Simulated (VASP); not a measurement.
# Ge in VASP: a series of runs, part 2 of 2

VASP 6.6.1. Earlier steps stand in the parts before.

## (3) Single point, PBE+D3(BJ) (layers slid over each other)

The input, INCAR:

```
PREC = Accurate ; ENCUT = 520
EDIFF = 1E-6 ; ISMEAR = 0
SIGMA = 0.1 ; LREAL = F
LASPH = T ; NELM = 100
ALGO = Normal ; ISIF = 2
LWAVE = F ; LCHARG = F
LDIPOL = T ; IDIPOL = 3
DIPOL = 0.5 0.5 0.381 ; GGA = PE
IVDW = 12 ; NBANDS = 36
```

The input, KPOINTS:

```
regular mesh
0
Gamma
  9 9 1
```

The input, POSCAR:

```
Ge
1.0
    4.0226895460      0.0000000000      0.0000000000
   -2.0113447730      3.4837513384      0.0000000000
    0.0000000000      0.0000000000     18.8685220369
Ge
4
Direct
    0.3333333333      0.6666666667      0.2747571330
    0.6666666667      0.3333333333      0.2384924474
    0.1111111111      0.8888888889      0.5240750716
    0.4444444444      0.5555555556      0.4878103860
```

Potentials or basis: VASP PAW PBE potentials, release 64 (Ge_d).

Launch:

```bash
$ cat potpaw_PBE.64/Ge_d/POTCAR > POTCAR
$ mpirun -np 1 vasp_std > vasp.out
```

OUTCAR:

```text
PREC = Accurate
   ENCUT = 520
   EDIFF = 1E-6
   ISMEAR = 0
   LREAL = F
   LASPH = T
   NELM = 100
   ISIF = 2
   GGA = PE
   IVDW = 12
 IVDW          = 12

 ion  position               nearest neighbor table
   1  0.333  0.667  0.275-   2 2.42   2 2.42   2 2.42
   2  0.667  0.333  0.238-   1 2.42   1 2.42   1 2.42
   3  0.111  0.889  0.524-   4 2.42   4 2.42   4 2.42
   4  0.444  0.556  0.488-   3 2.42   3 2.42   3 2.42

  LATTYP: Found a hexagonal cell.
 ALAT       =     4.0226895460
 C/A-ratio  =     4.6905240440

  Lattice vectors:

 A1 = (   4.0226895460,   0.0000000000,   0.0000000000)
 A2 = (  -2.0113447730,   3.4837513384,   0.0000000000)
 A3 = (   0.0000000000,   0.0000000000,  18.8685220369)

Analysis of symmetry for initial positions (statically):
=====================================================================
 Subroutine PRICEL returns:
 Original cell was already a primitive cell.

 Routine SETGRP: Setting up the symmetry group for a
 hexagonal supercell.

 Subroutine GETGRP returns: Found  4 space group operations
 (whereof  2 operations were pure point group operations)
 out of a pool of 24 trial point group operations.

The static configuration has the point symmetry C_1h.
 The point group associated with its full space group is C_2h.

Analysis of symmetry for dynamics (positions and initial velocities):
=====================================================================
 Subroutine PRICEL returns:
 Original cell was already a primitive cell.

 Routine SETGRP: Setting up the symmetry group for a
 hexagonal supercell.

 Subroutine GETGRP returns: Found  4 space group operations
 (whereof  2 operations were pure point group operations)
 out of a pool of 24 trial point group operations.

The dynamic configuration has the point symmetry C_1h.
 The point group associated with its full space group is C_2h.

 Subroutine INISYM returns: Found  4 space group operations
 (whereof  2 operations are pure point group operations),
 and found     1 'primitive' translations

----------------------------------------------------------------------------------------
[... 126 lines left out ...]
   LRPA    =     F    only Hartree local field effects (RPA)
 non-spin polarized calculation
 Gauss-broadening in eV      SIGMA  =   0.10
  energy-cutoff  :      520.00
  volume of cell :      264.42
 maximum number of plane-waves:      7165
 NGX is ok and might be reduce to    30
   NGX = 15   NGY = 15   NGZ = 71

 dipolmoment           0.000000      0.000000      0.000129 electrons x Angstroem

 number of electron      56.0000004 magnetization

 dipolmoment           0.000000      0.000000     -0.000004 electrons x Angstroem

 Free energy of the ion-electron system (eV)
  ---------------------------------------------------
  ext. energy  EPLUGINS =         0.00000000
  ---------------------------------------------------
  free energy    TOTEN  =       -16.21392273 eV

  energy without entropy =      -16.21244420  energy(sigma->0) =      -16.21318346

 E-fermi :  -1.3498     XC(G=0):  -4.4297

 val. band max:       -1.4294160052   @ k =   0.3333   0.3333   0.0000
 cond. band min:      -1.2702166744   @ k =   0.3333   0.3333   0.0000
 fundamental gap:      0.1591993308
 Fermi energy:        -1.3498164078

 k-point     1 :       0.0000    0.0000    0.0000
  band No.  band energies     occupation
      1     -25.8551      2.00000
      2     -25.8551      2.00000
      3     -25.8551      2.00000
      4     -25.8550      2.00000
      5     -25.8046      2.00000
      6     -25.8046      2.00000
[... 925 lines left out ...]
     35       4.4116      0.00000
     36       5.2533      0.00000

 [... further k-points ...]

------------------------ aborting loop because EDIFF is reached ----------------------------------------

 vacuum level on the upper side and lower side of the slab       (xc-potential included)        -0.154        -0.156

 Edisp (eV)   -0.78404

 E8    (eV) :    -0.3590

  FORCE on cell =-STRESS in cart. coord.  units (eV):
  Direction    XX          YY          ZZ          XY          YZ          ZX
  --------------------------------------------------------------------------------------
  -------------------------------------------------------------------------------------
  Total      -0.15434    -0.16609    -0.95057    -0.01017     0.07635    -0.13224
  in kB      -0.93519    -1.00636    -5.75962    -0.06163     0.46260    -0.80125
  external pressure =       -2.57 kB  Pullay stress =        0.00 kB

 VOLUME and BASIS-vectors are now :
 -----------------------------------------------------------------------------
  energy-cutoff  :      520.00
  volume of cell :      264.42
      direct lattice vectors                 reciprocal lattice vectors
     4.022689546  0.000000000  0.000000000     0.248589902  0.143523447  0.000000000
    -2.011344773  3.483751338  0.000000000     0.000000000  0.287046894  0.000000000
     0.000000000  0.000000000 18.868522037     0.000000000  0.000000000  0.052998322

 POSITION                                       TOTAL-FORCE (eV/Angst)
 -----------------------------------------------------------------------------------
     -0.00000      2.32250      5.18426         0.026609     -0.015363      0.192022
      2.01134      1.16125      4.50000         0.004720     -0.002725      0.023882
     -1.34090      3.09667      9.88852        -0.004720      0.002725     -0.023882
      0.67045      1.93542      9.20426        -0.026609      0.015363     -0.192022
 -----------------------------------------------------------------------------------
    total drift:                               -0.000004      0.000001      0.000303

  FREE ENERGIE OF THE ION-ELECTRON SYSTEM (eV)
  ---------------------------------------------------
  free  energy   TOTEN  =       -16.9979577701 eV

  energy  without entropy=      -16.9964792448  energy(sigma->0) =      -16.99721851

 vacuum level on the upper side and lower side of the slab         3.016         3.015
```

OSZICAR:

```text
N       E                     dE             d eps       ncg     rms          rms(c)
DAV:   1     0.495195009257E+03    0.49520E+03   -0.29712E+04  2112   0.267E+03
DAV:   2     0.635254995180E+02   -0.43167E+03   -0.42235E+03  2048   0.683E+02
DAV:   3    -0.123668947220E+02   -0.75892E+02   -0.75265E+02  2468   0.191E+02
[... 12 lines left out ...]
DAV:  16    -0.162137998350E+02   -0.12189E-03   -0.61403E-06  1548   0.220E-02    0.221E-03
DAV:  17    -0.162138943915E+02   -0.94557E-04   -0.48117E-06  1452   0.591E-02    0.127E-03
DAV:  18    -0.162139184833E+02   -0.24092E-04   -0.19492E-06  1372   0.941E-03    0.771E-04
DAV:  19    -0.162139218581E+02   -0.33748E-05   -0.32359E-07  1480   0.247E-02    0.266E-04
DAV:  20    -0.162139227271E+02   -0.86903E-06   -0.16939E-07  1288   0.424E-03
   1 F= -.16997958E+02 E0= -.16997219E+02  d E =-.147853E-02
```

Run time: 4 min. Hardware: 1 thread of Intel Xeon Platinum 8488C (Sapphire Rapids), shared host; peak memory 0.44 GiB.

What came out:

| Quantity | Value |
| --- | --- |
| Free energy | -16.9980 eV |
| Largest force | 0.194 eV/Å |
| Band gap on the k mesh | 0.16 eV |
| Dispersion energy per atom | -0.196 eV |

Forces in eV/Å, atoms in the order of the input:
```
Ge   0.027 -0.015  0.192
Ge   0.005 -0.003  0.024
Ge  -0.005  0.003 -0.024
Ge  -0.027  0.015 -0.192
```

Caveat: the cell differs from its parent crystal (layers slid over each other).

## (4) Single point, PBE+D3(BJ) (layers slid over each other)

The input, INCAR:

```
PREC     = Accurate       # precision mode
ENCUT    = 520            # plane-wave cutoff, eV
EDIFF    = 1E-6           # SCF threshold, eV
ISMEAR   = 0              # smearing method
SIGMA    = 0.1            # smearing width, eV
LREAL    = False          # projectors in reciprocal space
LASPH    = True           # aspherical terms in the spheres
NELM     = 100            # most SCF steps
ALGO     = Normal         # electronic algorithm
ISIF     = 2              # what is computed and relaxed
LWAVE    = False          # write WAVECAR
LCHARG   = False          # write CHGCAR
LDIPOL   = True         
IDIPOL   = 3            
DIPOL    = 0.5 0.5 0.399
GGA      = PE             # functional
IVDW     = 12             # dispersion correction
NBANDS   = 36             # bands
```

KPOINTS is that of step 3.

POSCAR, as its differences from that of step 3:

```diff
@@ -10,3 +10,3 @@
     0.6666666667      0.3333333333      0.2384924474
-    0.1111111111      0.8888888889      0.5240750716
-    0.4444444444      0.5555555556      0.4878103860
+    0.1111111111      0.8888888889      0.5601139303
+    0.4444444444      0.5555555556      0.5238492447
```

Potentials or basis: VASP PAW PBE potentials, release 64 (Ge_d).

Launch:

```bash
$ cat potpaw_PBE.64/Ge_d/POTCAR > POTCAR
$ mpirun -np 1 vasp_std > vasp.out
```

OUTCAR:

```text
PREC = Accurate
   ENCUT = 520
   EDIFF = 1E-6
   ISMEAR = 0
   LREAL = False
   LASPH = True
   NELM = 100
   ISIF = 2
   GGA = PE
   IVDW = 12
 IVDW          = 12

 ion  position               nearest neighbor table
   1  0.333  0.667  0.275-   2 2.42   2 2.42   2 2.42
   2  0.667  0.333  0.238-   1 2.42   1 2.42   1 2.42
   3  0.111  0.889  0.560-   4 2.42   4 2.42   4 2.42
   4  0.444  0.556  0.524-   3 2.42   3 2.42   3 2.42

  LATTYP: Found a hexagonal cell.
 ALAT       =     4.0226895460
 C/A-ratio  =     4.6905240440

  Lattice vectors:

 A1 = (   4.0226895460,   0.0000000000,   0.0000000000)
 A2 = (  -2.0113447730,   3.4837513384,   0.0000000000)
 A3 = (   0.0000000000,   0.0000000000,  18.8685220369)

Analysis of symmetry for initial positions (statically):
=====================================================================
 Subroutine PRICEL returns:
 Original cell was already a primitive cell.

 Routine SETGRP: Setting up the symmetry group for a
 hexagonal supercell.

 Subroutine GETGRP returns: Found  4 space group operations
 (whereof  2 operations were pure point group operations)
 out of a pool of 24 trial point group operations.

The static configuration has the point symmetry C_1h.
 The point group associated with its full space group is C_2h.
[... 177 lines left out ...]
      1     -25.8438      2.00000
      2     -25.8438      2.00000
      3     -25.8438      2.00000
      4     -25.8438      2.00000
      5     -25.7935      2.00000
      6     -25.7935      2.00000
[... 925 lines left out ...]
     35       4.3363      0.00000
     36       5.1042      0.00000

 [... further k-points ...]

------------------------ aborting loop because EDIFF is reached ----------------------------------------

 vacuum level on the upper side and lower side of the slab       (xc-potential included)        -0.188        -0.187

 Edisp (eV)   -0.72140

 E8    (eV) :    -0.3297

  FORCE on cell =-STRESS in cart. coord.  units (eV):
  Direction    XX          YY          ZZ          XY          YZ          ZX
  --------------------------------------------------------------------------------------
  -------------------------------------------------------------------------------------
  Total      -0.15594    -0.15830    -0.59225    -0.00205     0.02014    -0.03489
  in kB      -0.94487    -0.95919    -3.58851    -0.01240     0.12205    -0.21139
  external pressure =       -1.83 kB  Pullay stress =        0.00 kB

 VOLUME and BASIS-vectors are now :
 -----------------------------------------------------------------------------
  energy-cutoff  :      520.00
  volume of cell :      264.42
      direct lattice vectors                 reciprocal lattice vectors
     4.022689546  0.000000000  0.000000000     0.248589902  0.143523447  0.000000000
    -2.011344773  3.483751338  0.000000000     0.000000000  0.287046894  0.000000000
     0.000000000  0.000000000 18.868522037     0.000000000  0.000000000  0.052998322

 POSITION                                       TOTAL-FORCE (eV/Angst)
 -----------------------------------------------------------------------------------
     -0.00000      2.32250      5.18426         0.006067     -0.003503      0.089481
      2.01134      1.16125      4.50000         0.001129     -0.000652      0.019752
     -1.34090      3.09667     10.56852        -0.001129      0.000652     -0.019752
      0.67045      1.93542      9.88426        -0.006067      0.003503     -0.089481
 -----------------------------------------------------------------------------------
    total drift:                               -0.000005      0.000001      0.000109

  FREE ENERGIE OF THE ION-ELECTRON SYSTEM (eV)
  ---------------------------------------------------
  free  energy   TOTEN  =       -16.8910605121 eV

  energy  without entropy=      -16.8885270547  energy(sigma->0) =      -16.88979378

 vacuum level on the upper side and lower side of the slab         3.011         3.017
```

OSZICAR:

```text
N       E                     dE             d eps       ncg     rms          rms(c)
DAV:   1     0.493695861778E+03    0.49370E+03   -0.29716E+04  2112   0.266E+03
DAV:   2     0.632798239233E+02   -0.43042E+03   -0.42057E+03  2016   0.684E+02
DAV:   3    -0.123901175163E+02   -0.75670E+02   -0.75005E+02  2464   0.190E+02
[... 12 lines left out ...]
DAV:  16    -0.161696169137E+02   -0.13894E-03   -0.12766E-05  1956   0.286E-01    0.250E-03
DAV:  17    -0.161696439196E+02   -0.27006E-04   -0.44765E-06  1764   0.221E-02    0.258E-03
DAV:  18    -0.161696502408E+02   -0.63212E-05   -0.21104E-06  1396   0.107E-01    0.465E-04
DAV:  19    -0.161696547220E+02   -0.44813E-05   -0.35655E-07  1356   0.127E-02    0.338E-04
DAV:  20    -0.161696555406E+02   -0.81856E-06   -0.27051E-07  1360   0.196E-02
   1 F= -.16891061E+02 E0= -.16889794E+02  d E =-.253346E-02
```

It took 3.9 min on 1 thread of Intel Xeon Platinum 8488C (Sapphire Rapids), shared host; peak memory 0.44 GiB.

Results:

```yaml
Free_energy: -16.8911 eV
Largest_force: 0.090 eV/Å
Band_gap_on_the_k_mesh: 0.07 eV
Dispersion_energy_per_atom: -0.180 eV
```

Forces on the atoms (eV/Å):
```
Ge   0.006 -0.004  0.089
Ge   0.001 -0.001  0.020
Ge  -0.001  0.001 -0.020
Ge  -0.006  0.004 -0.089
```

Caveat: the cell differs from its parent crystal (layers slid over each other).

## (5) Overview

```tsv
cell	gap on the mesh (eV)	largest force (eV/Å)
as given, atomic positions A	0.30	0.37
as given, atomic positions B	0.16	0.19
as given, atomic positions C	0.07	0.09
```

Alike in all rows: task single point; level PBE+D3(BJ); potentials or basis VASP PAW PBE potentials, release 64 (Ge_d); no spin polarisation; k mesh 9 × 9 × 1; cutoff (eV) 520; smearing gaussian 0.1 eV.

Total energies depend on the potentials used, so only differences within one code and one set of settings carry meaning.
